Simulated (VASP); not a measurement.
## Ta2N: single point with PBEsol

The system is Ta2N.

```
Ta N
1.0
     5.18514    0.00000    0.00000
    -2.59257    4.49046    0.00000
     0.00000    0.00000    5.05998
Ta N
6 3
Direct
  0.66680 0.66680 0.75279
  0.00000 0.33320 0.75279
  0.33320 0.00000 0.75279
  0.33320 0.33320 0.24721
  0.00000 0.66680 0.24721
  0.66680 0.00000 0.24721
  0.66667 0.33333 0.50000
  0.33333 0.66667 0.50000
  0.00000 0.00000 0.00000
```

This cell differs from its parent crystal: strain -0.015 along x and y, +0.030 along z.

* Program: VASP 6.6.1
* Task: single point
* Functional: PBEsol
* Potentials or basis: VASP PAW PBE potentials, release 64 (Ta_pv, N)
* Cutoff: 520 eV
* k mesh: 12 × 12 × 8
* Occupations: gaussian, width 0.15 eV
* Spin: no spin polarisation
* Dipole correction: no
* Further INCAR settings: ALGO = Normal; EDIFF = 1e-06; NBANDS = 50

| Property | Result |
| --- | --- |
| Pressure | 0.7 GPa |
| Largest force | 0.092 eV/Å |
| Band gap on the k mesh | zero (an odd number of electrons rules out a gap without spin polarisation) |

Forces on the atoms (eV/Å):
```
Ta  -0.041 -0.071  0.043
Ta  -0.041  0.071  0.043
Ta   0.082  0.000  0.043
Ta   0.041  0.071 -0.043
Ta   0.041 -0.071 -0.043
Ta  -0.082  0.000 -0.043
N    0.000  0.000  0.000
N    0.000  0.000  0.000
N    0.000  0.000  0.000
```

Stress tensor (GPa, compression positive):
```
 4.67  0.00  0.00
 0.00  4.67  0.00
 0.00  0.00 -7.11
```

Levels at points of the mesh, in eV from the Fermi level:
| k point | band 37 | band 38 | band 39 | band 40 | band 41 | band 42 | band 43 | band 44 | band 45 | band 46 |
| --- | --- | --- | --- | --- | --- | --- | --- | --- | --- | --- |
| (0.00, 0.00, 0.00) | -1.76 | -1.21 | -0.62 | -0.41 | -0.41 | -0.10 | -0.10 | 1.08 | 1.08 | 1.80 |
| (0.50, 0.00, 0.00) | -2.04 | -1.89 | -1.41 | 0.26 | 0.60 | 0.66 | 0.70 | 2.08 | 2.13 | 2.37 |
| (0.00, 0.00, 0.50) | -1.67 | -1.67 | -1.25 | -1.25 | -1.20 | 0.71 | 0.71 | 0.73 | 2.11 | 2.11 |
| (0.50, 0.00, 0.50) | -2.21 | -1.32 | -1.25 | -0.86 | 0.11 | 0.16 | 0.30 | 0.77 | 1.11 | 2.66 |

Run time: 20 min on 1 thread of Intel Xeon 8259CL, on a shared host, peak memory 0.64 GiB.

Caveat: the cell differs from its parent crystal (strain -0.015 along x and y, +0.030 along z); the stress differs along the axes, from -7 to 5 GPa; the PAW data sets were made with another functional, which shifts forces and pressure a little; spin-orbit coupling is left out, which moves the levels of the heavy elements.
